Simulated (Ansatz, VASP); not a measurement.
Two plane-wave programs on MnS

INCAR

```
PREC = Accurate
ENCUT = 520
EDIFF = 1E-6
ISMEAR = 0
SIGMA = 0.05
LREAL = F
LASPH = T
NELM = 150
ALGO = Normal
ISIF = 2
LWAVE = F
LCHARG = F
ISPIN = 2
MAGMOM = 5 -5 0 0
LORBIT = 11
LMAXMIX = 4
GGA = PE
NBANDS = 31
```

File KPOINTS:

```
Automatic mesh
0
Gamma
  8 8 6
```

File POSCAR:

```
MnS
1.0
    0.0000000000      2.8223248450     -2.8223248450
    0.0000000000      2.8223248450      2.8223248450
    5.6446496900      0.0000000000      0.0000000000
Mn S
2 2
Direct
    0.0000000000      0.0000000000      0.0000000000
    0.5000000000      0.5000000000      0.5000000000
    0.0000000000      0.5000000000      0.2500000000
    0.5000000000      1.0000000000      0.7500000000
```

Input for Ansatz:

```yaml
crystal:
  lattice:
    - [0.0, 2.822324845, -2.822324845]
    - [0.0, 2.822324845, 2.822324845]
    - [5.64464969, 0.0, 0.0]
  atoms:
    - { symbol: Mn, position: [0.0, 0.0, 0.0], spin: 5.0 }
    - { symbol: S, position: [0.0, 0.5, 0.25] }
    - { symbol: Mn, position: [0.5, 0.5, 0.5], spin: -5.0 }
    - { symbol: S, position: [0.5, 1.0, 0.75] }
basis:
  ecutwfc: 420
  ecutrho_ratio: 4
kpoints:
  mp_grid: { grid: [8, 8, 6] }
hamiltonian:
  xc: pbe
scf:
  occupations: { method: gaussian, width: 0.05 }
  lower_state_search: "off"
output:
  forces: true
  stress: true
  eigenvalues: true
  populations: true
magnetization:
  spin_polarized: true
```

Alike in both runs: task single point; functional PBE; k mesh 8 × 8 × 6; occupations gaussian, width 0.05 eV; collinear spin.

|  | VASP | Ansatz |
| --- | --- | --- |
| version | VASP 6.6.1 | Ansatz 0.2.0 |
| potentials or method | VASP PAW PBE potentials, release 64 (Mn_pv, S), cutoff 520 eV | scalar-relativistic, plane waves, PAW |
| valence electrons in the cell | 38 | 42 |

|  | VASP | Ansatz | Ansatz less VASP |
| --- | --- | --- | --- |
| gap on the k mesh at the Fermi level (eV) | 1.43 | 1.43 | +0.003 |
| least direct gap on the mesh (eV) | 1.76 | 1.77 | +0.006 |
| pressure (GPa) | -4.1 | -4.1 | -0.04 |
| net moment per atom (μB) | 0.00 | 0.00 | 0.000 |
| size of the moment on the site where the two differ most (μB) | 4.16 | 4.02 | -0.138 |

Site moments also hang on the region over which each program counts them. The functional is the same, so the differences come from potentials, cutoffs and numerics. VASP's potentials hold 38 valence electrons a cell and Ansatz's 42, so a difference there can come from the potentials and not from the codes.
